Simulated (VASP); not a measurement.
# Al4In (Im-3m) in VASP: notebook, part 2 of 2

VASP 6.6.1. The steps go on from the part before.

### Step 4. Relaxation of cell and atoms, PBE

Input file INCAR:

```
SYSTEM = Al4In
PREC = Accurate
ENCUT = 600
EDIFF = 1E-6
ISMEAR = 0
SIGMA = 0.1
LREAL = .FALSE.
LASPH = .TRUE.
NELM = 80
ALGO = Normal
ISIF = 3
LWAVE = .FALSE.
LCHARG = .FALSE.
GGA = PE
IBRION = 2
NSW = 100
EDIFFG = -0.01
```

Input file KPOINTS:

```
regular mesh
0
G
  8 8 8
  0 0 0
```

Input file POSCAR:

```
Al4In
1.0
   -3.1310103472      3.1310103472      3.1310103472
    3.1310103472     -3.1310103472      3.1310103472
    3.1310103472      3.1310103472     -3.1310103472
Al In
4 1
Direct
    0.5000000000      0.5000000000      0.5000000000
    0.5000000000      0.0000000000      0.0000000000
    0.0000000000      0.0000000000      0.5000000000
    0.0000000000      0.5000000000      0.0000000000
    0.0000000000      0.0000000000      0.0000000000
```

Potentials or basis: VASP PAW PBE potentials, release 64 (Al, In_d).

Run with:

```
$ cat potpaw_PBE.64/Al/POTCAR potpaw_PBE.64/In_d/POTCAR > POTCAR
$ mpirun -np 1 vasp_std > vasp.out
```

OUTCAR:

```text
SYSTEM = Al4In
   PREC = Accurate
   ENCUT = 600
   EDIFF = 1E-6
   ISMEAR = 0
   LREAL = .FALSE.
   LASPH = .TRUE.
   NELM = 80
   ISIF = 3
   GGA = PE
   IBRION = 2
   NSW = 100
   EDIFFG = -0.01

 ion  position               nearest neighbor table
   1  0.500  0.500  0.500-   5 2.71   5 2.71   4 3.13   2 3.13   2 3.13   4 3.13   3 3.13   3 3.13

   2  0.500  0.000  0.000-   5 2.71   5 2.71   4 3.13   1 3.13   1 3.13   3 3.13   3 3.13   4 3.13

[... 715 lines left out ...]
  --------------------------------------------------------------------------------------
  -------------------------------------------------------------------------------------
  Total        0.0101719      0.0101719      0.0101719      0.0000000      0.0000000     -0.0000000
  in kB        0.1323846      0.1323846      0.1323846      0.0000000      0.0000000     -0.0000000
  external PRESSURE =       0.1323846 kB  Pullay stress =       0.0000000 kB

 VOLUME and BASIS-vectors are now :
 -----------------------------------------------------------------------------
  energy-cutoff  :      600.00
  volume of cell :      123.10
      direct lattice vectors                 reciprocal lattice vectors
    -3.133803538  3.133803538  3.133803538     0.000000000  0.159550525  0.159550525
     3.133803538 -3.133803538  3.133803538     0.159550525  0.000000000  0.159550525
     3.133803538  3.133803538 -3.133803538     0.159550525  0.159550525  0.000000000

 POSITION                                       TOTAL-FORCE (eV/Angst)
 -----------------------------------------------------------------------------------
      1.56690      1.56690      1.56690         0.000000      0.000000      0.000000
      4.70071      1.56690      1.56690         0.000000      0.000000      0.000000
      1.56690      1.56690     -1.56690        -0.000000      0.000000     -0.000000
      1.56690      4.70071      1.56690         0.000000      0.000000      0.000000
      0.00000      0.00000      6.26761        -0.000000     -0.000000     -0.000000
 -----------------------------------------------------------------------------------
    total drift:                                0.000000      0.000000     -0.000000

  FREE ENERGIE OF THE ION-ELECTRON SYSTEM (eV)
  ---------------------------------------------------
  free  energy   TOTEN  =       -14.3872550241 eV

  energy  without entropy=      -14.3695039438  energy(sigma->0) =      -14.37837948

 reached required accuracy - stopping structural energy minimisation
```

CONTCAR:

```text
Al4In
   1.00000000000000
    -3.1338035375543738    3.1338035375543738    3.1338035375543738
     3.1338035375543738   -3.1338035375543738    3.1338035375543738
     3.1338035375543738    3.1338035375543738   -3.1338035375543738
  Al              In
     4     1
Direct
     0.5000000000000000    0.5000000000000000    0.5000000000000000
     0.5000000000000000    1.0000000000000000    1.0000000000000000
     0.0000000000000000    0.0000000000000000    0.5000000000000000
     1.0000000000000000    0.5000000000000000    1.0000000000000000
     1.0000000000000000    1.0000000000000000    0.0000000000000000

  0.00000000E+00  0.00000000E+00  0.00000000E+00
  0.00000000E+00  0.00000000E+00  0.00000000E+00
  0.00000000E+00  0.00000000E+00  0.00000000E+00
  0.00000000E+00  0.00000000E+00  0.00000000E+00
  0.00000000E+00  0.00000000E+00  0.00000000E+00
```

Wall time 3.4 min (1 thread of AMD EPYC 7R13, shared host); peak memory 0.34 GiB.

What came out:

```
Free energy                            : -14.3873 eV
Relaxed volume                         : 24.62 Å³/atom
Relaxed cell                           : a = 5.428 Å, b = 5.428 Å, c = 5.428 Å, α = 109.47°, β = 109.47°, γ = 109.47°
Space group after relaxing (to 0.05 Å) : Im-3m (No. 229)
Energy gained by relaxing              : 0.0 meV/atom
Ionic steps                            : 2
Pressure after relaxing                : 0.0 GPa
```

Step by step:
| step | energy change (eV) | largest force (eV/Å) | pressure (GPa) | volume (Å³) |
| --- | --- | --- | --- | --- |
| 1 | 0.0000 | 0.0000 | 0.12 | 122.78 |
| 2 | -0.0001 | 0.0000 | 0.01 | 123.10 |

Final structure:
```yaml
crystal:
  lattice:
    - [-3.13380, 3.13380, 3.13380]
    - [3.13380, -3.13380, 3.13380]
    - [3.13380, 3.13380, -3.13380]
  atoms:
    - { symbol: Al, position: [0.50000, 0.50000, 0.50000] }
    - { symbol: Al, position: [0.50000, 0.00000, 0.00000] }
    - { symbol: Al, position: [0.00000, 0.00000, 0.50000] }
    - { symbol: Al, position: [0.00000, 0.50000, 0.00000] }
    - { symbol: In, position: [0.00000, 0.00000, 0.00000] }
```

Caveat: the bands computed are all filled at some k points, so no gap is given; spin-orbit coupling is left out, which moves the levels of the heavy elements.

### Step 5. Summary

```csv
task,cell,k mesh,cutoff (eV),gap on the mesh (eV),pressure (GPa)
single point,"a = 5.423 Å, angles 109.5°, 5 atoms",4 × 4 × 4,520,none,0.0
single point,"a = 5.430 Å, angles 109.5°, 5 atoms",8 × 8 × 8,520,none,0.0
relaxation of cell and atoms,"relaxed from a = 5.423 Å, angles 109.5°, 5 atoms",8 × 8 × 8,600,-,0.0
```

Alike in all rows: level PBE; potentials or basis VASP PAW PBE potentials, release 64 (Al, In_d); no spin polarisation; smearing gaussian 0.1 eV.

Caveats: spin-orbit coupling is left out, which moves the levels of the heavy elements; the bands computed are all filled at some k points, so no gap is given (some runs).

Total energies depend on the potentials used, so only differences within one code and one set of settings carry meaning.
